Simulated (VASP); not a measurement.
MnO:

```
CELL_PARAMETERS angstrom
3.01039 -1.73958 0.00000
3.01039 1.73958 0.00000
-2.01075 0.00000 2.84729
ATOMIC_POSITIONS crystal
Mn 0.50020 0.50020 0.50067
O 0.74980 0.74980 0.24934
```

Base run:

* Program: VASP 6.6.1
* Functional: PBEsol
* Potentials or basis: VASP PAW PBE potentials, release 64 (Mn_pv, O)
* Cutoff: 520 eV
* k mesh: 9 × 9 × 9
* Occupations: fermi-dirac, width 0.05 eV
* Spin: collinear spin, ferromagnetic start
* Starting moments: [4.0, 0.0] μB

Its results: pressure -11.4 GPa; net moment 5.00 μB per cell; site moments Mn +4.44; O +0.17 μB.

The run is repeated on the same cell with these changes: functional from PBEsol to r2SCAN. What comes out?

Pressure -9.5 GPa; net moment 5.00 μB per cell; site moments Mn +4.52; O +0.16 μB.

Caveats: the cell stands under tension; the PAW data sets were made with another functional, which shifts forces and pressure a little; a cell with one magnetic atom can't hold antiferromagnetic order, which such compounds often take.
